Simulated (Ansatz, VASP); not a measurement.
SnO2 in VASP and in Ansatz

```
Sn O
1.0
     1.74646    1.00832    4.99262
    -1.74646    1.00832    4.99262
     0.00000   -2.01664    4.99262
Sn O
1 2
Direct
  0.50000 0.50000 0.50000
  0.23717 0.23717 0.23717
  0.76283 0.76283 0.76283
```

Change from the starting cell: strain +0.080 along x and y, +0.040 along z, atoms carried along.

Alike in both runs: task single point; functional r2SCAN; k mesh 12 × 12 × 12; occupations gaussian, width 0.05 eV; no spin polarisation.

|  | VASP | Ansatz |
| --- | --- | --- |
| version | VASP 6.6.1 | Ansatz 0.2.0 |
| potentials or method | VASP PAW PBE potentials, release 64 (Sn_d, O), cutoff 520 eV | scalar-relativistic, plane waves, PAW |
| valence electrons in the cell | 26 | 26 |

|  | VASP | Ansatz | Ansatz less VASP |
| --- | --- | --- | --- |
| gap on the k mesh at the Fermi level (eV) | 1.03 | 1.04 | +0.014 |
| least direct gap on the mesh (eV) | 1.06 | 1.07 | +0.013 |
| pressure (GPa) | -23.6 | -24.1 | -0.43 |
| traceless stress, the component that is largest in VASP (GPa) | 9.91 | 10.21 | +0.300 |
| rms of the force components (eV/Å) | 0.851 | 0.874 | +0.0228 |

VASP's potentials were made for PBE, not for r2SCAN. Atom by atom the forces differ by 0.023 eV/Å (rms over components).
